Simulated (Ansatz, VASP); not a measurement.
One calculation of Pd, two programs

```xyz
1
Lattice="-1.5723 1.5723 1.4465 1.5723 -1.5723 1.4465 1.5723 1.5723 -1.4465" Properties=species:S:1:pos:R:3 pbc="T T T"
Pd    0.0000    0.0000    0.0000
```

Change from the starting cell: strain +0.000 along x and y, -0.080 along z, atoms carried along.

Alike in both runs: task single point; functional LDA; k mesh 22 × 22 × 22; occupations gaussian, width 0.15 eV; no spin polarisation.

|  | VASP | Ansatz |
| --- | --- | --- |
| version | VASP 6.6.1 | Ansatz 0.2.0 |
| potentials or method | VASP PAW LDA potentials, release 64 (Pd), cutoff 520 eV | scalar-relativistic, plane waves, PAW |
| valence electrons in the cell | 10 | 18 |

VASP gave:

| Property | Result |
| --- | --- |
| gap on the k mesh at the Fermi level (eV) | none |
| pressure (GPa) | -0.4 |
| traceless stress, the component that is largest in VASP (GPa) | -1.00 |

Problem. Estimate Ansatz's values.

Solution. gap on the k mesh at the Fermi level (eV): none; pressure (GPa): -0.7; traceless stress, the component that is largest in VASP (GPa): -1.06.

LDA's correlation is that of Perdew and Zunger in VASP and of Perdew and Wang (1992) in Ansatz. A gap of «none» marks a metal or a gap that the smearing closes. VASP's potentials hold 10 valence electrons a cell and Ansatz's 18, so a difference there can come from the potentials and not from the codes.
